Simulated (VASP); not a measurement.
# Sb in VASP: a series of runs

The runs below take Sb through single point, with PBE+D3(BJ).

Program: VASP 6.6.1. These are calculated values, not measurements. Logs are shortened: lines on timing, memory, paths and dates and some standing lists are left out, and cuts for length are marked.

## (1) The cell of the first run

The cell holds a slab with vacuum, 4 atoms: a = 4.069 Å, b = 4.069 Å, c = 20.800 Å, α = 90.00°, β = 90.00°, γ = 120.00°.

## (2) Single point, PBE+D3(BJ)

INCAR reads:

```
PREC = Accurate
ENCUT = 520
EDIFF = 1E-6
ISMEAR = 0
SIGMA = 0.05
LREAL = False
LASPH = True
NELM = 80
ALGO = Normal
ISIF = 2
LWAVE = False
LCHARG = False
LDIPOL = True
IDIPOL = 3
DIPOL = 0.5 0.5 0.388
GGA = PE
IVDW = 12
NBANDS = 18
```

KPOINTS reads:

```
regular mesh
0
Gamma
  9 9 1
```

POSCAR reads:

```
Sb
1.0
    4.0686848921      0.0000000000      0.0000000000
   -2.0343424461      3.5235844766      0.0000000000
    0.0000000000      0.0000000000     20.8000277116
Sb
4
Direct
    0.3333333333      0.6666666667      0.2956733491
    0.6666666667      0.3333333333      0.2163458656
    0.6666666667      0.5555555556      0.5600967399
    0.3333333333      0.8888888889      0.4807692564
```

Potentials or basis: VASP PAW PBE potentials, release 64 (Sb).

Run with:

```bash
cat potpaw_PBE.64/Sb/POTCAR > POTCAR
mpirun -np 1 vasp_std > vasp.out
```

OUTCAR:

```text
PREC = Accurate
   ENCUT = 520
   EDIFF = 1E-6
   ISMEAR = 0
   LREAL = False
   LASPH = True
   NELM = 80
   ISIF = 2
   GGA = PE
   IVDW = 12
 IVDW          = 12

 ion  position               nearest neighbor table
   1  0.333  0.667  0.296-   2 2.87   2 2.87   2 2.87
   2  0.667  0.333  0.216-   1 2.87   1 2.87   1 2.87
   3  0.667  0.556  0.560-   4 2.87   4 2.87   4 2.87
   4  0.333  0.889  0.481-   3 2.87   3 2.87   3 2.87

  LATTYP: Found a hexagonal cell.
 ALAT       =     4.0686848921
 C/A-ratio  =     5.1122237930

  Lattice vectors:

 A1 = (   4.0686848921,   0.0000000000,   0.0000000000)
 A2 = (  -2.0343424461,   3.5235844766,   0.0000000000)
 A3 = (   0.0000000000,   0.0000000000,  20.8000277116)

Analysis of symmetry for initial positions (statically):
=====================================================================
 Subroutine PRICEL returns:
 Original cell was already a primitive cell.

 Routine SETGRP: Setting up the symmetry group for a
 hexagonal supercell.

 Subroutine GETGRP returns: Found  2 space group operations
 (whereof  1 operations were pure point group operations)
 out of a pool of 24 trial point group operations.

The static configuration has the point symmetry C_1 .
 The point group associated with its full space group is C_2 .

Analysis of symmetry for dynamics (positions and initial velocities):
=====================================================================
 Subroutine PRICEL returns:
 Original cell was already a primitive cell.

 Routine SETGRP: Setting up the symmetry group for a
 hexagonal supercell.

 Subroutine GETGRP returns: Found  2 space group operations
 (whereof  1 operations were pure point group operations)
 out of a pool of 24 trial point group operations.

The dynamic configuration has the point symmetry C_1 .
 The point group associated with its full space group is C_2 .

 Subroutine INISYM returns: Found  2 space group operations
 (whereof  1 operations are pure point group operations),
 and found     1 'primitive' translations

----------------------------------------------------------------------------------------

                                     Primitive cell

  volume of cell :     298.1966

  direct lattice vectors                    reciprocal lattice vectors
     4.068684892  0.000000000  0.000000000     0.245779663  0.141900954  0.000000000
    -2.034342446  3.523584477  0.000000000     0.000000000  0.283801909  0.000000000
     0.000000000  0.000000000 20.800027712     0.000000000  0.000000000  0.048076859

  length of vectors
     4.068684892  4.068684892 20.800027712     0.283801909  0.283801909  0.048076859

  position of ions in fractional coordinates (direct lattice)
     0.333333333  0.666666667  0.295673349
     0.666666667  0.333333333  0.216345866
     0.666666667  0.555555556  0.560096740
     0.333333333  0.888888889  0.480769256

  ion indices of the primitive-cell ions
   primitive index   ion index
                 1           1
                 2           2
                 3           3
                 4           4

----------------------------------------------------------------------------------------

 KPOINTS: regular mesh

Automatic generation of k-mesh.
 Grid dimensions read from file:
 generate k-points for:    9    9    1

 Generating k-lattice:

  Cartesian coordinates                     Fractional coordinates (reciprocal lattice)
     0.027308851  0.015766773  0.000000000     0.111111111 -0.000000000  0.000000000
     0.000000000  0.031533545  0.000000000     0.000000000  0.111111111  0.000000000
     0.000000000  0.000000000  0.048076859     0.000000000  0.000000000  1.000000000

  Length of vectors
     0.031533545  0.031533545  0.048076859

  Shift w.r.t. Gamma in fractional coordinates (k-lattice)
     0.000000000  0.000000000  0.000000000

 Subroutine IBZKPT returns following result:
 ===========================================

 Found     25 irreducible k-points:

 Following reciprocal coordinates:
            Coordinates               Weight
  0.000000  0.000000  0.000000      1.000000
  0.111111 -0.000000  0.000000      2.000000
  0.000000  0.111111  0.000000      4.000000
  0.222222 -0.000000  0.000000      2.000000
  0.000000  0.222222  0.000000      4.000000
  0.333333 -0.000000  0.000000      2.000000
[... 16 lines left out ...]
 -0.222222 -0.444444  0.000000      4.000000
  0.444444  0.333333  0.000000      4.000000
   k-points           NKPTS =     25   k-points in BZ     NKDIM =     25   number of bands    NBANDS=     18
   number of dos      NEDOS =    301   number of ions     NIONS =      4
   total plane-waves  NPLWV = 144000
   dimension x,y,z NGX =    30 NGY =   30 NGZ =  160
   dimension x,y,z NGXF=    60 NGYF=   60 NGZF=  320
   ions per type =               4
   NGX,Y,Z   is equivalent  to a cutoff of  12.26, 12.26, 12.79 a.u.
   NGXF,Y,Z  is equivalent  to a cutoff of  24.52, 24.52, 25.58 a.u.
 SYSTEM =  unknown system
   PREC   = accura    normal or accurate (medium, high low for compatibility)
   ISTART =      0    job   : 0-new  1-cont  2-samecut
   ICHARG =      2    charge: 1-file 2-atom 10-const
   ISPIN  =      1    spin polarized calculation?
   LNONCOLLINEAR =      F non collinear calculations
   LSORBIT =      F    spin-orbit coupling
   LASPH  =      T    aspherical Exc in radial PAW
   ENCUT  =  520.0 eV  38.22 Ry    6.18 a.u.   7.57  7.57 38.67*2*pi/ulx,y,z
   NELM   =     80;   NELMIN=  2; NELMDL= -5     # of ELM steps
   EDIFF  = 0.1E-05   stopping-criterion for ELM
   LREAL  =      F    real-space projection
[... 7 lines left out ...]
   TEBEG  =    0.0;   TEEND  =   0.0 temperature during run
   PSTRESS=    0.0 pullay stress
   NELECT =      20.0000    total number of electrons
   NUPDOWN=      -1.0000    fix difference up-down
   EMIN   =  10.00;   EMAX   =-10.00  energy-range for DOS
   EFERMI =   0.00;   METHOD = LEGACY
   ISMEAR =     0;   SIGMA  =   0.05  broadening in eV -4-tet -1-fermi 0-gaus
   EFERMI_NEDOS =   21; number of points for ismear=-14 and -15
   IALGO  =     38    algorithm
   IMIX   =      4    mixing-type and parameters
     AMIX     =   0.40;   BMIX     =  1.00
     AMIX_MAG =   1.60;   BMIX_MAG =  1.00
  volume/ion in A,a.u.               =      74.55       503.08
  Fermi-wavevector in a.u.,A,eV,Ry     =   0.665146  1.256945  6.019487  0.442420
  Thomas-Fermi vector in A             =   1.739052
   LORBIT       =      0    0 simple, 1 ext, 2 COOP (PROOUT), +10 PAW based schemes
   GGA     = PE    functional components
   LHFCALC =     F    Hartree Fock is set to
   AEXX    =    0.0000 exact exchange contribution
   IVDW    =    12    specifies the selected vdW correction
   LEPSILON=     F    determine dielectric tensor
   LRPA    =     F    only Hartree local field effects (RPA)
 non-spin polarized calculation
 Gauss-broadening in eV      SIGMA  =   0.05
  energy-cutoff  :      520.00
  volume of cell :      298.20
 maximum number of plane-waves:      8073
   NGX = 15   NGY = 15   NGZ = 77

 dipolmoment           0.000000      0.000000      0.000009 electrons x Angstroem

 number of electron      20.0000000 magnetization

 dipolmoment           0.000000      0.000000     -0.000001 electrons x Angstroem

 Free energy of the ion-electron system (eV)
  ---------------------------------------------------
  ext. energy  EPLUGINS =         0.00000000
  ---------------------------------------------------
  free energy    TOTEN  =       -16.17641145 eV

  energy without entropy =      -16.17641145  energy(sigma->0) =      -16.17641145

 E-fermi :   0.1497     XC(G=0):  -4.7546

 val. band max:       -0.1021801096   @ k =   0.0000   0.0000   0.0000
 cond. band min:       0.7718108285   @ k =   0.3333  -0.0000   0.0000
 fundamental gap:      0.8739909381
 Fermi energy:         0.1496660834

 k-point     1 :       0.0000    0.0000    0.0000
  band No.  band energies     occupation
      1     -11.6562      2.00000
      2     -11.5910      2.00000
      3      -6.7993      2.00000
      4      -6.3616      2.00000
      5      -1.4707      2.00000
      6      -0.2727      2.00000
[... 10 lines left out ...]
     17       4.0814      0.00000
     18       4.4202      0.00000

 k-point     2 :       0.1111   -0.0000    0.0000
  band No.  band energies     occupation
      1     -11.5211      2.00000
      2     -11.4554      2.00000
      3      -6.7748      2.00000
      4      -6.3597      2.00000
      5      -1.5206      2.00000
      6      -1.2139      2.00000
[... 10 lines left out ...]
     17       4.2552      0.00000
     18       4.5751      0.00000

 k-point     3 :       0.0000    0.1111    0.0000
  band No.  band energies     occupation
      1     -11.5210      2.00000
      2     -11.4555      2.00000
      3      -6.7732      2.00000
      4      -6.3612      2.00000
      5      -1.5243      2.00000
      6      -1.2435      2.00000
[... 10 lines left out ...]
     17       4.2548      0.00000
     18       4.5763      0.00000

 k-point     4 :       0.2222   -0.0000    0.0000
  band No.  band energies     occupation
      1     -11.1241      2.00000
      2     -11.0568      2.00000
      3      -6.8072      2.00000
      4      -6.4756      2.00000
      5      -2.7824      2.00000
      6      -2.5289      2.00000
[... 375 lines left out ...]
      4      -8.0278      2.00000
      5      -3.5686      2.00000
      6      -3.4728      2.00000
[... 10 lines left out ...]
     17       5.6455      0.00000
     18       6.0006      0.00000

 k-point    23 :      -0.2222   -0.4444    0.0000
  band No.  band energies     occupation
      1      -9.4314      2.00000
      2      -9.3614      2.00000
      3      -8.1277      2.00000
      4      -8.0295      2.00000
      5      -3.5727      2.00000
      6      -3.4742      2.00000
[... 10 lines left out ...]
     17       5.6654      0.00000
     18       6.1076      0.00000

 k-point    24 :       0.4444    0.3333    0.0000
  band No.  band energies     occupation
      1      -9.4331      2.00000
      2      -9.3600      2.00000
      3      -8.1269      2.00000
      4      -8.0302      2.00000
      5      -3.5722      2.00000
      6      -3.4745      2.00000
[... 10 lines left out ...]
     17       5.6615      0.00000
     18       6.0527      0.00000

 [... further k-points ...]

------------------------ aborting loop because EDIFF is reached ----------------------------------------

 vacuum level on the upper side and lower side of the slab       (xc-potential included)        -0.126        -0.125

 Edisp (eV)   -1.16228

 E8    (eV) :    -0.5568

  FORCE on cell =-STRESS in cart. coord.  units (eV):
  Direction    XX          YY          ZZ          XY          YZ          ZX
  --------------------------------------------------------------------------------------
  -------------------------------------------------------------------------------------
  Total       0.08172     0.13223     0.18856    -0.04375     0.26398    -0.15241
  in kB       0.43907     0.71047     1.01311    -0.23504     1.41831    -0.81886
  external pressure =        0.72 kB  Pullay stress =        0.00 kB

 VOLUME and BASIS-vectors are now :
 -----------------------------------------------------------------------------
  energy-cutoff  :      520.00
  volume of cell :      298.20
      direct lattice vectors                 reciprocal lattice vectors
     4.068684892  0.000000000  0.000000000     0.245779663  0.141900954  0.000000000
    -2.034342446  3.523584477  0.000000000     0.000000000  0.283801909  0.000000000
     0.000000000  0.000000000 20.800027712     0.000000000  0.000000000  0.048076859

 POSITION                                       TOTAL-FORCE (eV/Angst)
 -----------------------------------------------------------------------------------
     -0.00000      2.34906      6.15001         0.018586     -0.035601      0.111795
      2.03434      1.17453      4.50000         0.011867     -0.017146     -0.090000
      1.58227      1.95755     11.65003        -0.008915      0.018850      0.090000
     -0.45208      3.13208     10.00001        -0.021538      0.033897     -0.111795
 -----------------------------------------------------------------------------------
    total drift:                                0.000012      0.000007     -0.000014

  FREE ENERGIE OF THE ION-ELECTRON SYSTEM (eV)
  ---------------------------------------------------
  free  energy   TOTEN  =       -17.3386953025 eV

  energy  without entropy=      -17.3386953025  energy(sigma->0) =      -17.33869530

 vacuum level on the upper side and lower side of the slab         4.526         4.527
```

Wall time 3.6 min (1 thread of Intel Xeon Platinum 8375C at 2.90GHz (Ice Lake), shared host); peak memory 0.43 GiB.

What came out:

| Item | Value |
| --- | --- |
| Free energy | -17.3387 eV |
| Largest force | 0.119 eV/Å |
| Band gap on the k mesh | 0.87 eV, indirect (least direct gap 1.35 eV) |
| Dispersion energy per atom | -0.291 eV |

Forces in eV/Å, atoms in the order of the input:
```
Sb   0.019 -0.036  0.112
Sb   0.012 -0.017 -0.090
Sb  -0.009  0.019  0.090
Sb  -0.022  0.034 -0.112
```

Caveat: spin-orbit coupling is left out, which moves the levels of the heavy elements.

[end of part 1 of 2]
